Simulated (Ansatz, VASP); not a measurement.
Two plane-wave programs on KCl

The input INCAR:

```
  ALGO = Normal
  EDIFF = 1E-8
  ENCUT = 400
  GGA = PS
  GGA_COMPAT = F
  ISIF = 2
  ISMEAR = -1
  LASPH = T
  LCHARG = F
  LEFG = T
  LREAL = F
  LWAVE = F
  NBANDS = 15
  NELM = 120
  PREC = Accurate
  SIGMA = 0.01
```

The input KPOINTS:

```
k-points
0
Gamma
  7 7 7
```

POSCAR

```
KCl
1.0
    3.7066800000      0.0000000000      0.0000000000
    0.0000000000      3.7066800000      0.0000000000
    0.0000000000      0.0000000000      3.6340000000
K Cl
1 1
Direct
    0.0000000000      0.0000000000      0.0000000000
    0.5000000000      0.5000000000      0.5000000000
```

Input for Ansatz:

```yaml
crystal:
  lattice:
    - [3.70668, 0.0, 0.0]
    - [0.0, 3.70668, 0.0]
    - [0.0, 0.0, 3.634]
  atoms:
    - { symbol: K, position: [0.0, 0.0, 0.0] }
    - { symbol: Cl, position: [0.5, 0.5, 0.5] }
kpoints:
  mp_grid: { grid: [7, 7, 7] }
scf:
  occupations: { method: fermi_dirac, width: 0.01 }
hamiltonian:
  xc: pbesol
  pseudopotentials: { kind: paw }
output:
  forces: true
  stress: true
  eigenvalues: true
  efg: { contact_densities: true }
```

Change from the starting cell: equal xx and yy strain of +2 %, PAW files.

Alike in both runs: task electric field gradients; functional PBEsol; k mesh 7 × 7 × 7; occupations fermi-dirac, width 0.01 eV; no spin polarisation.

```csv
,VASP,Ansatz
version,VASP 6.6.1,Ansatz 0.2.0
potentials or method,"VASP PAW PBE potentials, release 64 (K_sv, Cl)","PAW with Ansatz's default frozen-core files, scalar-relativistic"
plane-wave cutoff (eV),400,420
valence electrons in the cell,16,16
```

VASP gave:

| Property | Result |
| --- | --- |
| gap on the k mesh at the Fermi level (eV) | 5.12 |
| pressure (GPa) | 1.2 |
| traceless stress, the component that is largest in VASP (GPa) | 0.64 |
| size of Vzz on the site where it differs most (V/Å²) | 5.1 |

Q: Which values does Ansatz return?

A: gap on the k mesh at the Fermi level (eV): 5.12; pressure (GPa): 1.1; traceless stress, the component that is largest in VASP (GPa): 0.65; size of Vzz on the site where it differs most (V/Å²): 5.2.

VASP's potentials were made for PBE, not for PBEsol.
